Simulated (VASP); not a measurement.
# BN in VASP: notebook, part 2 of 2

VASP 6.6.1.

## (3) Single point, PBE+D3(BJ)

Input file INCAR:

```
PREC = Accurate
ENCUT = 520
EDIFF = 1E-6
ISMEAR = 0
SIGMA = 0.02
LREAL = False
LASPH = True
NELM = 80
ALGO = Normal
ISIF = 2
LWAVE = False
LCHARG = True
LDIPOL = True
IDIPOL = 3
DIPOL = 0.5 0.5 0.500
GGA = PE
IVDW = 12
LELF = True
LVHAR = True
LVACPOTAV = True
NBANDS = 11
```

Input file KPOINTS:

```
Automatic mesh
0
Gamma
  12 12 1
```

Input file POSCAR:

```
BN
1.0
    2.4800000000      0.0000000000      0.0000000000
   -1.2400000000      2.1477430014      0.0000000000
    0.0000000000      0.0000000000     26.0000000000
B N
1 1
Direct
    0.0000000000      0.0000000000      0.5082500000
    0.6666666667      0.3333333333      0.4917500000
```

Potentials or basis: VASP PAW PBE potentials, release 64 (B, N).

The run is started by

```sh
$ cat potpaw_PBE.64/B/POTCAR potpaw_PBE.64/N/POTCAR > POTCAR
$ mpirun -np 1 vasp_std > vasp.out
```

OUTCAR:

```text
PREC = Accurate
   ENCUT = 520
   EDIFF = 1E-6
   ISMEAR = 0
   LREAL = False
   LASPH = True
   NELM = 80
   ISIF = 2
   GGA = PE
   IVDW = 12
 IVDW          = 12

 ion  position               nearest neighbor table
   1  0.000  0.000  0.508-   2 1.49   2 1.49   2 1.49
   2  0.667  0.333  0.492-   1 1.49   1 1.49   1 1.49

  LATTYP: Found a hexagonal cell.
 ALAT       =     2.4800000000
 C/A-ratio  =    10.4838709677

  Lattice vectors:

 A1 = (   2.4800000000,   0.0000000000,   0.0000000000)
 A2 = (  -1.2400000000,   2.1477430014,   0.0000000000)
 A3 = (   0.0000000000,   0.0000000000,  26.0000000000)

Analysis of symmetry for initial positions (statically):
=====================================================================
 Subroutine PRICEL returns:
 Original cell was already a primitive cell.

 Routine SETGRP: Setting up the symmetry group for a
 hexagonal supercell.

 Subroutine GETGRP returns: Found  6 space group operations
 (whereof  6 operations were pure point group operations)
 out of a pool of 24 trial point group operations.

The static configuration has the point symmetry C_3v.

Analysis of symmetry for dynamics (positions and initial velocities):
=====================================================================
 Subroutine PRICEL returns:
 Original cell was already a primitive cell.

 Routine SETGRP: Setting up the symmetry group for a
 hexagonal supercell.

 Subroutine GETGRP returns: Found  6 space group operations
 (whereof  6 operations were pure point group operations)
 out of a pool of 24 trial point group operations.

The dynamic configuration has the point symmetry C_3v.

 Subroutine INISYM returns: Found  6 space group operations
 (whereof  6 operations are pure point group operations),
 and found     1 'primitive' translations

----------------------------------------------------------------------------------------

                                     Primitive cell

  volume of cell :     138.4865

  direct lattice vectors                    reciprocal lattice vectors
     2.480000000  0.000000000  0.000000000     0.403225806  0.232802528  0.000000000
    -1.240000000  2.147743001  0.000000000     0.000000000  0.465605056  0.000000000
     0.000000000  0.000000000 26.000000000     0.000000000  0.000000000  0.038461538

  length of vectors
     2.480000000  2.480000000 26.000000000     0.465605056  0.465605056  0.038461538

  position of ions in fractional coordinates (direct lattice)
     0.000000000  0.000000000  0.508250000
     0.666666667  0.333333333  0.491750000

  ion indices of the primitive-cell ions
   primitive index   ion index
                 1           1
                 2           2

----------------------------------------------------------------------------------------

 KPOINTS: Automatic mesh

Automatic generation of k-mesh.
 Grid dimensions read from file:
 generate k-points for:   12   12    1

 Generating k-lattice:

  Cartesian coordinates                     Fractional coordinates (reciprocal lattice)
     0.033602151  0.019400211  0.000000000     0.083333333  0.000000000  0.000000000
     0.000000000  0.038800421  0.000000000     0.000000000  0.083333333  0.000000000
     0.000000000  0.000000000  0.038461538     0.000000000  0.000000000  1.000000000

  Length of vectors
     0.038800421  0.038800421  0.038461538

  Shift w.r.t. Gamma in fractional coordinates (k-lattice)
[... 31 lines left out ...]
   dimension x,y,z NGX =    18 NGY =   18 NGZ =  196
   dimension x,y,z NGXF=    36 NGYF=   36 NGZF=  392
   ions per type =               1   1
   NGX,Y,Z   is equivalent  to a cutoff of  12.07, 12.07, 12.53 a.u.
   NGXF,Y,Z  is equivalent  to a cutoff of  24.13, 24.13, 25.06 a.u.
 SYSTEM =  unknown system
   PREC   = accura    normal or accurate (medium, high low for compatibility)
   ISTART =      0    job   : 0-new  1-cont  2-samecut
   ICHARG =      2    charge: 1-file 2-atom 10-const
   ISPIN  =      1    spin polarized calculation?
   LNONCOLLINEAR =      F non collinear calculations
   LSORBIT =      F    spin-orbit coupling
   LASPH  =      T    aspherical Exc in radial PAW
   ENCUT  =  520.0 eV  38.22 Ry    6.18 a.u.   4.61  4.61 48.34*2*pi/ulx,y,z
   NELM   =     80;   NELMIN=  2; NELMDL= -5     # of ELM steps
   EDIFF  = 0.1E-05   stopping-criterion for ELM
   LREAL  =      F    real-space projection
   EDIFFG = 0.1E-04   stopping-criterion for IOM
   NSW    =      0    number of steps for IOM
   IBRION =     -1    ionic relax: 0-MD 1-quasi-New 2-CG
   NFREE  =      0    steps in history (QN), initial steepest desc. (CG)
   ISIF   =      2    stress and relaxation
   ISYM   =      2    0-nonsym 1-usesym 2-fastsym
   POTIM  = 0.5000    time-step for ionic-motion
   TEBEG  =    0.0;   TEEND  =   0.0 temperature during run
   PSTRESS=    0.0 pullay stress
   NELECT =       8.0000    total number of electrons
   NUPDOWN=      -1.0000    fix difference up-down
   EMIN   =  10.00;   EMAX   =-10.00  energy-range for DOS
   EFERMI =   0.00;   METHOD = LEGACY
   ISMEAR =     0;   SIGMA  =   0.02  broadening in eV -4-tet -1-fermi 0-gaus
   EFERMI_NEDOS =   21; number of points for ismear=-14 and -15
   IALGO  =     38    algorithm
   IMIX   =      4    mixing-type and parameters
     AMIX     =   0.40;   BMIX     =  1.00
     AMIX_MAG =   1.60;   BMIX_MAG =  1.00
  volume/ion in A,a.u.               =      69.24       467.28
  Fermi-wavevector in a.u.,A,eV,Ry     =   0.632852  1.195917  5.449161  0.400502
  Thomas-Fermi vector in A             =   1.696309
   LORBIT       =      0    0 simple, 1 ext, 2 COOP (PROOUT), +10 PAW based schemes
   GGA     = PE    functional components
   LHFCALC =     F    Hartree Fock is set to
   AEXX    =    0.0000 exact exchange contribution
   IVDW    =    12    specifies the selected vdW correction
   LEPSILON=     F    determine dielectric tensor
   LRPA    =     F    only Hartree local field effects (RPA)
 non-spin polarized calculation
 Gauss-broadening in eV      SIGMA  =   0.02
  energy-cutoff  :      520.00
  volume of cell :      138.49
 maximum number of plane-waves:      3774
   NGX =  9   NGY =  9   NGZ = 97

 number of electron       7.9999998 magnetization

 dipolmoment           0.000000      0.000000     -0.081873 electrons x Angstroem

 Free energy of the ion-electron system (eV)
  ---------------------------------------------------
  ext. energy  EPLUGINS =         0.00000000
  ---------------------------------------------------
  free energy    TOTEN  =       -16.25827873 eV

  energy without entropy =      -16.25827873  energy(sigma->0) =      -16.25827873

 E-fermi :  -4.6404     XC(G=0):  -1.7280

 val. band max:       -4.8266814303   @ k =   0.0000   0.0000   0.0000
 cond. band min:      -1.9857172100   @ k =   0.0000   0.0000   0.0000
 fundamental gap:      2.8409642203
 Fermi energy:        -4.6403587091

 k-point     1 :       0.0000    0.0000    0.0000
  band No.  band energies     occupation
      1     -22.2128      2.00000
      2     -10.0516      2.00000
      3      -4.8267      2.00000
      4      -4.8267      2.00000
      5      -1.9857      0.00000
      6      -0.1912      0.00000
      7       0.4161      0.00000
      8       1.4566      0.00000
      9       2.2270      0.00000
     10       2.9096      0.00000
     11       2.9802      0.00000
[... 239 lines left out ...]
 k-point    19 :       0.3333    0.3333    0.0000
  band No.  band energies     occupation
      1     -18.2232      2.00000
      2     -11.7561      2.00000
      3     -11.4480      2.00000
      4      -4.9264      2.00000
      5      -0.9665      0.00000
      6       5.1998      0.00000
      7       8.5065      0.00000
      8       9.8995      0.00000
      9      10.2513      0.00000
     10      10.6849      0.00000
     11      10.7278      0.00000

------------------------ aborting loop because EDIFF is reached ----------------------------------------

 Edisp (eV)   -0.15679

 E8    (eV) :    -0.0503

  FORCE on cell =-STRESS in cart. coord.  units (eV):
  Direction    XX          YY          ZZ          XY          YZ          ZX
  --------------------------------------------------------------------------------------
  -------------------------------------------------------------------------------------
  Total       0.91684     0.91684    -2.67473     0.00000     0.00000    -0.00000
  in kB      10.60715    10.60715   -30.94453     0.00000     0.00000    -0.00000
  external pressure =       -3.24 kB  Pullay stress =        0.00 kB

 VOLUME and BASIS-vectors are now :
 -----------------------------------------------------------------------------
  energy-cutoff  :      520.00
  volume of cell :      138.49
      direct lattice vectors                 reciprocal lattice vectors
     2.480000000  0.000000000  0.000000000     0.403225806  0.232802528  0.000000000
    -1.240000000  2.147743001  0.000000000     0.000000000  0.465605056  0.000000000
     0.000000000  0.000000000 26.000000000     0.000000000  0.000000000  0.038461538

 POSITION                                       TOTAL-FORCE (eV/Angst)
 -----------------------------------------------------------------------------------
      0.00000      0.00000     13.21450         0.000000     -0.000000     -6.203825
      1.24000      0.71591     12.78550        -0.000000      0.000000      6.203825
 -----------------------------------------------------------------------------------
    total drift:                                0.000000      0.000000     -0.000100

  FREE ENERGIE OF THE ION-ELECTRON SYSTEM (eV)
  ---------------------------------------------------
  free  energy   TOTEN  =       -16.4150682039 eV

  energy  without entropy=      -16.4150682039  energy(sigma->0) =      -16.41506820

 vacuum level on the upper side and lower side of the slab        -0.331         2.452
```

stdout:

```text
POSCAR found type information on POSCAR B N
 POSCAR found :  2 types and       2 ions
 scaLAPACK will be used
 LDA part: xc-table for (Slater+PW92), standard interpolation
 POSCAR, INCAR and KPOINTS ok, starting setup
 FFT: planning ... GRIDC
 FFT: planning ... GRID_SOFT
 FFT: planning ... GRID
 WAVECAR not read
 entering main loop
 -----------------------------------------------------------------------------
|                                                                             |
|           W    W    AA    RRRRR   N    N  II  N    N   GGGG   !!!           |
|           W    W   A  A   R    R  NN   N  II  NN   N  G    G  !!!           |
|           W    W  A    A  R    R  N N  N  II  N N  N  G       !!!           |
|           W WW W  AAAAAA  RRRRR   N  N N  II  N  N N  G  GGG   !            |
|           WW  WW  A    A  R   R   N   NN  II  N   NN  G    G                |
|           W    W  A    A  R    R  N    N  II  N    N   GGGG   !!!           |
|                                                                             |
|     Did not find any points to average over, which means that no vacuum     |
|     field-free region was found. Please increase the size of  your cell     |
|     in the dimension of the dipole correction to obtain accurate            |
|     workfunction values.                                                    |
|                                                                             |
 -----------------------------------------------------------------------------
```

Run time: 26 s. Hardware: 1 thread of AMD EPYC 9R45 (Zen 5), shared host; peak memory 0.21 GiB.

What came out:

| Item | Value |
| --- | --- |
| Free energy | -16.4151 eV |
| Largest force | 6.204 eV/Å |
| Band gap on the k mesh | 2.84 eV |
| Dispersion energy per atom | -0.078 eV |

Forces on the atoms (eV/Å):
```
B    0.000  0.000 -6.204
N    0.000  0.000  6.204
```
